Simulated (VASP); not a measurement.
A run of VASP 6.6.1 is set up as follows.

Contents of INCAR:

```
ALGO     = Normal         # electronic algorithm
EDIFF    = 1E-6           # SCF threshold, eV
ENCUT    = 520            # plane-wave cutoff, eV
GGA      = CA             # functional
ISIF     = 2              # what is computed and relaxed
ISMEAR   = 0              # smearing method
LASPH    = T              # aspherical terms in the spheres
LCHARG   = F              # write CHGCAR
LREAL    = F              # projectors in reciprocal space
LWAVE    = F              # write WAVECAR
NBANDS   = 25             # bands
NELM     = 100            # most SCF steps
PREC     = Accurate       # precision mode
SIGMA    = 0.05           # smearing width, eV
```

KPOINTS

```
k-points
0
Gamma
  6 6 6
```

The input POSCAR:

```
BaLiF3
1.0
    4.3375825335      0.0000000000      0.0000000000
    0.0000000000      4.3375825335      0.0000000000
    0.0000000000      0.0000000000      3.9885816400
Ba Li F
1 1 3
Direct
    0.0000000000      0.0000000000      0.0000000000
    0.5000000000      0.5000000000      0.5000000000
    0.0000000000      0.5000000000      0.5000000000
    0.5000000000      0.5000000000      0.0000000000
    0.5000000000      0.0000000000      0.5000000000
```

Potentials or basis: VASP PAW LDA potentials, release 64 (Ba_sv, Li_sv, F).

The run is started by

```sh
$ cat potpaw_LDA.64/Ba_sv/POTCAR potpaw_LDA.64/Li_sv/POTCAR potpaw_LDA.64/F/POTCAR > POTCAR
$ mpirun -np 1 vasp_std > vasp.out
```

**Question.** Predict the band gap on the k mesh.

**Answer.** 5.67 eV (least direct gap 5.68 eV).

Caveat: the cell differs from its parent crystal (strain +0.0875 x Voigt [1, 1, 0, 0, 0, 0]); spin-orbit coupling is left out, which moves the levels of the heavy elements. A k mesh can miss the band edges.
